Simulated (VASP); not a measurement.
# CoSi (NiAs type) (P6_3/mmc) in VASP: further runs

CoSi (NiAs type) is run at these levels: PBE; tasks: single point.

Program: VASP 6.6.1. These are calculated values, not measurements. Logs are shortened: lines on timing, memory, paths and dates and some standing lists are left out, and cuts for length are marked.

### Step 1. The cell of the first run

The structure is hexagonal, space group P6_3/mmc (No. 194). Conventional cell: a = 2.222 Å, b = 2.222 Å, c = 6.395 Å, α = 90.00°, β = 90.00°, γ = 120.00°. Co (site symmetry -3m) has 6 Si at 2.05 Å and 6 Co at 2.22 Å within 2.7 Å. Si (site symmetry -6m2) has 6 Co at 2.05 Å and 6 Si at 2.22 Å within 2.7 Å.

### Step 2. Single point, PBE

INCAR

```
PREC = Accurate ; ENCUT = 520
EDIFF = 1E-6 ; ISMEAR = -1
SIGMA = 0.08 ; LREAL = False
LASPH = True ; NELM = 80
ALGO = Normal ; ISIF = 2
LWAVE = False ; LCHARG = True
GGA = PE ; LELF = True
LVHAR = True ; NBANDS = 21
```

KPOINTS

```
regular mesh
0
Gamma
  12 12 7
```

POSCAR

```
CoSi
1.0
    2.2219361987      0.0000000000      0.0000000000
   -1.1109680993      1.9242531936      0.0000000000
    0.0000000000      0.0000000000      6.3952730058
Co Si
2 2
Direct
    0.0000000000      0.0000000000      0.0000000000
    0.0000000000      0.0000000000      0.5000000000
    0.3333333333      0.6666666667      0.2500000000
    0.6666666667      0.3333333333      0.7500000000
```

Potentials or basis: VASP PAW PBE potentials, release 64 (Co, Si).

Command:

```bash
cat potpaw_PBE.64/Co/POTCAR potpaw_PBE.64/Si/POTCAR > POTCAR
mpirun -np 1 vasp_std > vasp.out
```

OUTCAR:

```text
PREC = Accurate
   ENCUT = 520
   EDIFF = 1E-6
   ISMEAR = -1
   LREAL = False
   LASPH = True
   NELM = 80
   ISIF = 2
   GGA = PE

 ion  position               nearest neighbor table
   1  0.000  0.000  0.000-   3 2.05   4 2.05   3 2.05   4 2.05   4 2.05   3 2.05   4 3.02   3 3.02
                             3 3.02   4 3.02   3 3.02   4 3.02
   2  0.000  0.000  0.500-   3 2.05   4 2.05   3 2.05   4 2.05   4 2.05   3 2.05   4 3.02   3 3.02
                             3 3.02   4 3.02   3 3.02   4 3.02
   3  0.333  0.667  0.250-   1 2.05   2 2.05   1 2.05   2 2.05   1 2.05   2 2.05   1 3.02   2 3.02
                             1 3.02   2 3.02   1 3.02   2 3.02
   4  0.667  0.333  0.750-   1 2.05   2 2.05   1 2.05   2 2.05   1 2.05   2 2.05   1 3.02   2 3.02
                             1 3.02   2 3.02   1 3.02   2 3.02

  LATTYP: Found a hexagonal cell.
 ALAT       =     2.2219361987
 C/A-ratio  =     2.8782433130

  Lattice vectors:

 A1 = (   2.2219361987,   0.0000000000,   0.0000000000)
 A2 = (  -1.1109680993,   1.9242531936,   0.0000000000)
 A3 = (   0.0000000000,   0.0000000000,   6.3952730058)

Analysis of symmetry for initial positions (statically):
=====================================================================
 Subroutine PRICEL returns:
 Original cell was already a primitive cell.

 Routine SETGRP: Setting up the symmetry group for a
 hexagonal supercell.

 Subroutine GETGRP returns: Found 24 space group operations
 (whereof 12 operations were pure point group operations)
 out of a pool of 24 trial point group operations.

The static configuration has the point symmetry D_3d.
 The point group associated with its full space group is D_6h.

Analysis of symmetry for dynamics (positions and initial velocities):
=====================================================================
 Subroutine PRICEL returns:
 Original cell was already a primitive cell.

 Routine SETGRP: Setting up the symmetry group for a
 hexagonal supercell.

 Subroutine GETGRP returns: Found 24 space group operations
 (whereof 12 operations were pure point group operations)
 out of a pool of 24 trial point group operations.

The dynamic configuration has the point symmetry D_3d.
 The point group associated with its full space group is D_6h.

 Subroutine INISYM returns: Found 24 space group operations
 (whereof 12 operations are pure point group operations),
 and found     1 'primitive' translations

----------------------------------------------------------------------------------------

                                     Primitive cell

  volume of cell :      27.3434

  direct lattice vectors                    reciprocal lattice vectors
     2.221936199  0.000000000  0.000000000     0.450057927  0.259841065  0.000000000
    -1.110968099  1.924253194  0.000000000     0.000000000  0.519682131  0.000000000
     0.000000000  0.000000000  6.395273006     0.000000000  0.000000000  0.156365490

  length of vectors
     2.221936199  2.221936199  6.395273006     0.519682131  0.519682131  0.156365490

  position of ions in fractional coordinates (direct lattice)
     0.000000000  0.000000000  0.000000000
     0.000000000  0.000000000  0.500000000
     0.333333333  0.666666667  0.250000000
     0.666666667  0.333333333  0.750000000

  ion indices of the primitive-cell ions
   primitive index   ion index
                 1           1
                 2           2
                 3           3
                 4           4

----------------------------------------------------------------------------------------

 KPOINTS: regular mesh

Automatic generation of k-mesh.
 Grid dimensions read from file:
 generate k-points for:   12   12    7

 Generating k-lattice:

  Cartesian coordinates                     Fractional coordinates (reciprocal lattice)
     0.037504827  0.021653422  0.000000000     0.083333333  0.000000000  0.000000000
     0.000000000  0.043306844  0.000000000     0.000000000  0.083333333  0.000000000
     0.000000000  0.000000000  0.022337927     0.000000000  0.000000000  0.142857143

  Length of vectors
     0.043306844  0.043306844  0.022337927

  Shift w.r.t. Gamma in fractional coordinates (k-lattice)
     0.000000000  0.000000000  0.000000000

 Subroutine IBZKPT returns following result:
 ===========================================

 Found     76 irreducible k-points:

 Following reciprocal coordinates:
            Coordinates               Weight
  0.000000  0.000000  0.000000      1.000000
  0.083333 -0.000000  0.000000      6.000000
  0.166667  0.000000  0.000000      6.000000
  0.250000 -0.000000  0.000000      6.000000
  0.333333  0.000000  0.000000      6.000000
  0.416667  0.000000  0.000000      6.000000
[... 16 lines left out ...]
  0.250000 -0.000000  0.142857     12.000000
  0.333333  0.000000  0.142857     12.000000
 [... further k-points ...]
   k-points           NKPTS =     76   k-points in BZ     NKDIM =     76   number of bands    NBANDS=     21
   number of dos      NEDOS =    301   number of ions     NIONS =      4
   total plane-waves  NPLWV =  15552
   dimension x,y,z NGX =    18 NGY =   18 NGZ =   48
   dimension x,y,z NGXF=    36 NGYF=   36 NGZF=   96
   ions per type =               2   2
   NGX,Y,Z   is equivalent  to a cutoff of  13.47, 13.47, 12.48 a.u.
   NGXF,Y,Z  is equivalent  to a cutoff of  26.94, 26.94, 24.96 a.u.
 SYSTEM =  unknown system
   PREC   = accura    normal or accurate (medium, high low for compatibility)
   ISTART =      0    job   : 0-new  1-cont  2-samecut
   ICHARG =      2    charge: 1-file 2-atom 10-const
   ISPIN  =      1    spin polarized calculation?
   LNONCOLLINEAR =      F non collinear calculations
   LSORBIT =      F    spin-orbit coupling
   LASPH  =      T    aspherical Exc in radial PAW
   ENCUT  =  520.0 eV  38.22 Ry    6.18 a.u.   4.13  4.13 11.89*2*pi/ulx,y,z
   NELM   =     80;   NELMIN=  2; NELMDL= -5     # of ELM steps
   EDIFF  = 0.1E-05   stopping-criterion for ELM
   LREAL  =      F    real-space projection
   EDIFFG = 0.1E-04   stopping-criterion for IOM
   NSW    =      0    number of steps for IOM
   IBRION =     -1    ionic relax: 0-MD 1-quasi-New 2-CG
   NFREE  =      0    steps in history (QN), initial steepest desc. (CG)
   ISIF   =      2    stress and relaxation
   ISYM   =      2    0-nonsym 1-usesym 2-fastsym
   POTIM  = 0.5000    time-step for ionic-motion
   TEBEG  =    0.0;   TEEND  =   0.0 temperature during run
   PSTRESS=    0.0 pullay stress
   NELECT =      26.0000    total number of electrons
   NUPDOWN=      -1.0000    fix difference up-down
   EMIN   =  10.00;   EMAX   =-10.00  energy-range for DOS
   EFERMI =   0.00;   METHOD = LEGACY
   ISMEAR =    -1;   SIGMA  =   0.08  broadening in eV -4-tet -1-fermi 0-gaus
   EFERMI_NEDOS =   21; number of points for ismear=-14 and -15
   IALGO  =     38    algorithm
   IMIX   =      4    mixing-type and parameters
     AMIX     =   0.40;   BMIX     =  1.00
     AMIX_MAG =   1.60;   BMIX_MAG =  1.00
  volume/ion in A,a.u.               =       6.84        46.13
  Fermi-wavevector in a.u.,A,eV,Ry     =   1.609836  3.042149 35.260479  2.591572
  Thomas-Fermi vector in A             =   2.705482
   LORBIT       =      0    0 simple, 1 ext, 2 COOP (PROOUT), +10 PAW based schemes
   GGA     = PE    functional components
   LHFCALC =     F    Hartree Fock is set to
   AEXX    =    0.0000 exact exchange contribution
   IVDW    =     0    specifies the selected vdW correction
   LEPSILON=     F    determine dielectric tensor
   LRPA    =     F    only Hartree local field effects (RPA)
 non-spin polarized calculation
  energy-cutoff  :      520.00
  volume of cell :       27.34
 maximum number of plane-waves:       756
 NGX is ok and might be reduce to    18
   NGX =  9   NGY =  9   NGZ = 23

 number of electron      25.9999994 magnetization

 Free energy of the ion-electron system (eV)
  ---------------------------------------------------
  ext. energy  EPLUGINS =         0.00000000
  ---------------------------------------------------
  free energy    TOTEN  =       -15.89419892 eV

  energy without entropy =      -15.83530323  energy(sigma->0) =      -15.86475107

 E-fermi :  21.3440     XC(G=0): -15.4165

 val. band max:       21.3203752487   @ k =   0.2500   0.1667   0.1429
 cond. band min:      21.3472261748   @ k =   0.4167   0.0833   0.2857
 fundamental gap:      0.0268509261
 Fermi energy:        21.3440187683

 k-point     1 :       0.0000    0.0000    0.0000
  band No.  band energies     occupation
      1       2.3507      2.00000
      2       4.5006      2.00000
      3       9.0059      2.00000
      4      13.4932      2.00000
      5      15.9941      2.00000
      6      16.2862      2.00000
[... 13 lines left out ...]
     20      37.3679      0.00000
     21      39.4918      0.00000

 k-point     2 :       0.0833   -0.0000    0.0000
  band No.  band energies     occupation
      1       2.6276      2.00000
      2       4.7157      2.00000
      3       9.3156      2.00000
      4      13.7199      2.00000
      5      15.7065      2.00000
      6      16.3953      2.00000
[... 13 lines left out ...]
     20      36.4176      0.00000
     21      39.0218      0.00000

 k-point     3 :       0.1667    0.0000    0.0000
  band No.  band energies     occupation
      1       3.4443      2.00000
      2       5.3519      2.00000
      3      10.2020      2.00000
      4      14.2993      2.00000
      5      15.1174      2.00000
      6      16.6573      2.00000
[... 13 lines left out ...]
     20      35.2982      0.00000
     21      37.6075      0.00000
[... 457 lines left out ...]
 k-point    23 :       0.2500   -0.0000    0.1429
  band No.  band energies     occupation
      1       4.8198      2.00000
      2       6.2668      2.00000
      3      11.6728      2.00000
      4      14.2734      2.00000
      5      15.0302      2.00000
      6      16.2700      2.00000
[... 13 lines left out ...]
     20      34.2749      0.00000
     21      34.3687      0.00000

 k-point    24 :       0.3333    0.0000    0.1429
  band No.  band energies     occupation
      1       6.5496      2.00000
      2       7.6641      2.00000
      3      12.8734      2.00000
      4      13.9854      2.00000
      5      14.7975      2.00000
      6      15.5649      2.00000
[... 13 lines left out ...]
     20      33.0748      0.00000
     21      33.6164      0.00000

 [... further k-points ...]

------------------------ aborting loop because EDIFF is reached ----------------------------------------

  FORCE on cell =-STRESS in cart. coord.  units (eV):
  Direction    XX          YY          ZZ          XY          YZ          ZX
  --------------------------------------------------------------------------------------
  -------------------------------------------------------------------------------------
  Total       50.6347225     50.6347225     51.3519489      0.0000000      0.0000000      0.0000000
  in kB     2966.9219913   2966.9219911   3008.9475966      0.0000001      0.0000000      0.0000000
  external PRESSURE =    2980.9305263 kB  Pullay stress =       0.0000000 kB

 VOLUME and BASIS-vectors are now :
 -----------------------------------------------------------------------------
  energy-cutoff  :      520.00
  volume of cell :       27.34
      direct lattice vectors                 reciprocal lattice vectors
     2.221936199  0.000000000  0.000000000     0.450057927  0.259841065  0.000000000
    -1.110968099  1.924253194  0.000000000     0.000000000  0.519682131  0.000000000
     0.000000000  0.000000000  6.395273006     0.000000000  0.000000000  0.156365490

 POSITION                                       TOTAL-FORCE (eV/Angst)
 -----------------------------------------------------------------------------------
      0.00000      0.00000      0.00000         0.000000      0.000000     -0.000000
      0.00000      0.00000      3.19764        -0.000000      0.000000     -0.000000
     -0.00000      1.28284      1.59882         0.000000      0.000000      0.000000
      1.11097      0.64142      4.79645        -0.000000      0.000000      0.000000
 -----------------------------------------------------------------------------------
    total drift:                               -0.000000      0.000000      0.000000

  FREE ENERGIE OF THE ION-ELECTRON SYSTEM (eV)
  ---------------------------------------------------
  free  energy   TOTEN  =       -15.8941989182 eV

  energy  without entropy=      -15.8353032288  energy(sigma->0) =      -15.86475107
```

Wall time 21 s (1 thread of Intel Xeon 6975P-C (Granite Rapids), shared host); peak memory 0.17 GiB.

What came out:

```yaml
Free_energy: -15.8942 eV
Pressure: 298.1 GPa
Band_gap_on_the_k_mesh: zero (bands 13 and 14 overlap by 2.69 eV)
```

Caveat: the cell stands under pressure; the run has no spin polarisation, though such a crystal can be magnetic. Spin polarisation is off, so any magnetic state and its effect on volume and gap are missing.

(Continued in part 2 of 2.)
